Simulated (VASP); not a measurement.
Wanted: the native input for a VASP 6.6.1 run.

* Task: relaxation of cell and atoms
* Functional: HF
* Potentials or basis: VASP PAW PBE potentials, release 64 (Al)
* Cutoff: 600 eV
* k mesh: 4 × 4 × 5
* Occupations: fermi-dirac, width 0.05 eV
* Spin: no spin polarisation
* Dipole correction: no
* Grid for exact exchange (PRECFOCK): Normal
* Further INCAR settings: ALGO = Normal; EDIFF = 1e-06; IBRION = 2; EDIFFG = -0.01; NSW = 60; ISIF = 3
* Share of exact exchange: 1

Al:

```
Al
1.0
     4.49160    0.00000    0.00000
    -2.24580    3.88984    0.00000
     0.00000    0.00000    2.72260
Al
2
Direct
  0.33333 0.66667 0.00000
  0.66667 0.33333 0.00000
```

This isn't the form of Al at room conditions, which is fcc.

The input as run:

POSCAR

```
Al
1.0
    4.4916000000      0.0000000000      0.0000000000
   -2.2458000000      3.8898400000      0.0000000000
    0.0000000000      0.0000000000      2.7226000000
Al
2
Direct
    0.3333300000      0.6666700000      0.0000000000
    0.6666700000      0.3333300000      0.0000000000
```

INCAR.step1

```
SYSTEM = Al
PREC = Accurate
ENCUT = 600
EDIFF = 1E-5
ISMEAR = -1
SIGMA = 0.05
LREAL = .FALSE.
LASPH = .TRUE.
NELM = 60
ALGO = Normal
LWAVE = .TRUE.
LCHARG = .FALSE.
GGA = PE
NBANDS = 10
```

INCAR.step2

```
SYSTEM = Al
PREC = Accurate
ENCUT = 600
EDIFF = 1E-6
ISMEAR = -1
SIGMA = 0.05
LREAL = .FALSE.
LASPH = .TRUE.
NELM = 60
ALGO = Normal
ISIF = 3
LWAVE = .FALSE.
LCHARG = .FALSE.
GGA = PE
LHFCALC = .TRUE.
AEXX = 1.0
ALDAC = 0.0
AGGAC = 0.0
PRECFOCK = Normal
IBRION = 2
NSW = 60
EDIFFG = -0.01
ISTART = 1
```

KPOINTS

```
regular mesh
0
G
  4 4 5
  0 0 0
```

Potentials or basis: VASP PAW PBE potentials, release 64 (Al).

Command:

```sh
$ cat potpaw_PBE.64/Al/POTCAR > POTCAR
$ cp INCAR.step1 INCAR
$ mpirun -np 1 vasp_std > vasp.out
$ cp INCAR.step2 INCAR
$ mpirun -np 1 vasp_std > vasp.out
```

Results of the run:

```
Relaxed volume                        : 33.07 Å³/atom
Relaxed cell                          : a = 5.007 Å, b = 5.007 Å, c = 3.041 Å, α = 90.00°, β = 90.00°, γ = 119.84°
Space group after relaxing (to 0.1 Å) : P6/mmm (No. 191)
Energy gained by relaxing             : 189.0 meV/atom
Ionic steps                           : 10
Pressure after relaxing               : 0.0 GPa
Band gap on the k mesh                : zero (bands 3 and 4 overlap by 1.74 eV)
```

Caveat: the k points lie up to 0.41 Å⁻¹ apart in the final cell, too coarse for converged energies and pressures of a metal; the volume moved by over 15 % at a fixed basis, so the end points are rough; the PAW data sets were made with another functional, which shifts forces and pressure a little.

It took 29 min on 1 thread of Intel(R) Xeon(R) Platinum 8488C (Sapphire Rapids), on a shared host, peak memory 0.18 GiB.
